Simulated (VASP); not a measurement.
## NbP: single point with PBE

NbP:

```
Nb P
1.0
    -1.67341    1.67341    5.71493
     1.67341   -1.67341    5.71493
     1.67341    1.67341   -5.71493
Nb P
2 2
Direct
  0.75003 0.75003 0.00000
  0.50003 0.00003 0.50000
  0.33259 0.33259 0.00000
  0.08259 0.58259 0.50000
```

```yaml
Program: VASP 6.6.1
Task: single point
Functional: PBE
Potentials_or_basis: VASP PAW PBE potentials, release 64 (Nb_sv, P)
Cutoff: 520 eV
k_mesh: 16 × 16 × 16
Occupations: gaussian, width 0.05 eV
Spin: no spin polarisation
```

```json
{"Pressure": "-0.4 GPa", "Band gap on the k mesh": "zero (band 18 reaches 10.67 eV, above the bottom of band 19 at 10.61 eV)"}
```

Levels at points of the mesh, in eV from the Fermi level:
```csv
k point,band 16,band 17,band 18,band 19,band 20,band 21
"(0.00, 0.00, 0.00)",-1.70,-1.36,-1.36,0.82,1.60,2.68
"(0.50, 0.00, 0.00)",-1.86,-1.50,-0.11,0.07,1.32,2.47
"(0.50, 0.50, 0.00)",-2.84,-0.43,-0.43,2.97,2.97,3.08
"(0.50, 0.50, 0.50)",-2.67,-0.53,-0.53,1.19,1.19,2.33
```

Run time: 21 min on 1 thread of Intel(R) Xeon(R) Platinum 8124M CPU @ 3.00GHz (Skylake/Cascade Lake) (shared host), peak memory 0.68 GiB.
